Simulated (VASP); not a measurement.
A run of VASP 6.6.1 is set up as follows.

INCAR

```
PREC = Accurate
ENCUT = 520
EDIFF = 1E-7
ISMEAR = -1
SIGMA = 0.01
LREAL = Auto
LASPH = True
NELM = 80
ALGO = Normal
ISIF = 2
LWAVE = False
LCHARG = False
GGA = PE
NELECT = 216.0
NBANDS = 126
```

File KPOINTS:

```
Automatic mesh
0
Gamma
  1 1 1
  0.25 0.25 0.25
```

File POSCAR:

```
Sn8O16F
1.0
    4.8274600300      4.8274600300      0.0000000000
   -4.8274600300      4.8274600300      0.0000000000
    0.0000000000      0.0000000000      6.4759066800
Sn O F
8 16 1
Direct
    0.0022887157      0.5087986509      0.2509808215
    0.4930032709     -0.0109526992      0.2529361599
    0.0012217185      0.0005970591     -0.0021521088
    0.4911503176      0.4873275745     -0.0119468307
   -0.0029002655      0.5006999107      0.7542158192
    0.4894469342      0.0088168086      0.7582235279
   -0.0123699412      0.0055736701      0.4992419335
    0.5074836975      0.4974233779      0.4949702184
   -0.0129551539      0.8153963891      0.2549318168
    0.4971148056      0.2991408674      0.2459261029
    0.0024574780      0.1990756104      0.2455128271
    0.5054754547      0.6823075579      0.2481695202
    0.3024570464     -0.0667955145      0.0134135356
    0.8043025548      0.5042620731      0.0047769464
    0.1844931111      0.5551734957      0.0061769118
    0.6880894932     -0.0019654092      0.0040298619
   -0.0087657446      0.8103323399      0.7458707001
    0.5778218691      0.3090231540      0.7275366310
   -0.0360752837      0.1935827116      0.7463349688
    0.4980737559      0.6912321066      0.7448182959
    0.2975367820      0.0055918354      0.5055623824
    0.8153802845      0.5157363234      0.4950972309
    0.1971180425      0.4942566632      0.5052173097
    0.6825710577     -0.0119038920      0.4994283507
    0.2853694501      0.2500733398     -0.1120388926
```

Potentials or basis: VASP PAW PBE potentials, release 64 (Sn_d, O, F).

Launch:

```bash
$ cat potpaw_PBE.64/Sn_d/POTCAR potpaw_PBE.64/O/POTCAR potpaw_PBE.64/F/POTCAR > POTCAR
$ mpirun -np 1 vasp_std > vasp.out
```

Question: Predict the largest force.

Answer: 0.061 eV/Å.

Forces in eV/Å, atoms in the order of the input:
```
Sn   0.005 -0.001  0.002
Sn   0.009 -0.003  0.021
Sn  -0.003 -0.009 -0.017
Sn  -0.006  0.042  0.024
Sn   0.005  0.007  0.007
Sn   0.007 -0.013 -0.017
Sn   0.009  0.004  0.009
Sn  -0.017  0.015 -0.011
O   -0.001 -0.028 -0.015
O    0.012 -0.036 -0.007
O   -0.028  0.022  0.014
O    0.013  0.004 -0.004
O   -0.017  0.001 -0.036
O   -0.035 -0.024  0.006
O    0.027  0.025  0.030
O    0.013  0.059  0.004
O   -0.005 -0.007 -0.002
O    0.025 -0.008  0.006
O   -0.019  0.014  0.005
O   -0.009  0.029  0.002
O    0.003 -0.018  0.003
O   -0.006 -0.041 -0.014
O    0.019  0.007 -0.001
O    0.008 -0.007  0.004
F   -0.010 -0.035 -0.015
```

Caveat: the k points lie up to 0.97 Å⁻¹ apart; the cell carries a net charge on a neutralising background, which shifts energy and pressure.
